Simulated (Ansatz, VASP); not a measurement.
**One calculation of Be7Te, two programs**

```
CELL_PARAMETERS angstrom
2.66251 1.53720 3.71165
-2.66251 1.53720 3.71165
0.00000 -3.07440 3.71165
ATOMIC_POSITIONS crystal
Be 0.50000 0.50000 0.00000
Be 0.00000 0.50000 0.50000
Be 0.50000 0.00000 0.50000
Be 0.50000 0.50000 0.50000
Be 0.00000 0.00000 0.50000
Be 0.50000 0.00000 0.00000
Be 0.00000 0.50000 0.00000
Te 0.00000 0.00000 0.00000
```

Alike in both runs: functional PBE; k mesh 4 × 4 × 4; occupations gaussian, width 0.2 eV; no spin polarisation.

Ansatz relaxed the structure, and its values are those at the end. VASP's run is a single point on that final structure, the one shown.

|  | VASP | Ansatz |
| --- | --- | --- |
| version | VASP 6.6.1 | Ansatz 0.2.0 |
| potentials or method | VASP PAW PBE potentials, release 64 (Be, Te), cutoff 600 eV | scalar-relativistic, plane waves, PAW |
| valence electrons in the cell | 20 | 30 |

```csv
,VASP,Ansatz,Ansatz less VASP
gap on the k mesh at the Fermi level (eV),none,none,-
pressure (GPa),0.6,0.4,-0.20
```

A gap of «none» marks a metal or a gap that the smearing closes. VASP's potentials hold 20 valence electrons a cell and Ansatz's 30, so a difference there can come from the potentials and not from the codes.

The k mesh is coarse, so the values compare programs but aren't converged. Neither program's run includes spin-orbit coupling.
